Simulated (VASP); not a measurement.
Input of a VASP 6.6.1 run:

INCAR

```
SYSTEM = InH
PREC = Accurate
ENCUT = 520
EDIFF = 1E-7
ISMEAR = 0
SIGMA = 0.1
LREAL = .FALSE.
LASPH = .TRUE.
NELM = 60
ALGO = Normal
ISIF = 2
LWAVE = .FALSE.
LCHARG = .FALSE.
GGA = PE
NBANDS = 14
```

KPOINTS

```
regular mesh
0
G
  6 6 6
  0 0 0
```

Contents of POSCAR:

```
InH
1.0
    0.0000000000      2.7061073100      2.7061073100
    2.7061073100      0.0000000000      2.7061073100
    2.7061073100      2.7061073100      0.0000000000
In H
1 1
Direct
    0.0000000000      0.0000000000      0.0000000000
    0.5000000000      0.5000000000      0.5000000000
```

Potentials or basis: VASP PAW PBE potentials, release 64 (In_d, H).

Command:

```sh
$ cat potpaw_PBE.64/In_d/POTCAR potpaw_PBE.64/H/POTCAR > POTCAR
$ mpirun -np 1 vasp_std > vasp.out
```

Task: What does it give for the pressure?

Result: -4.1 GPa.

Task: Predict the band gap on the k mesh.

Result: Zero (bands 7 and 8 overlap by 3.21 eV).

Caveat: the cell stands under tension; spin-orbit coupling is left out, which moves the levels of the heavy elements.
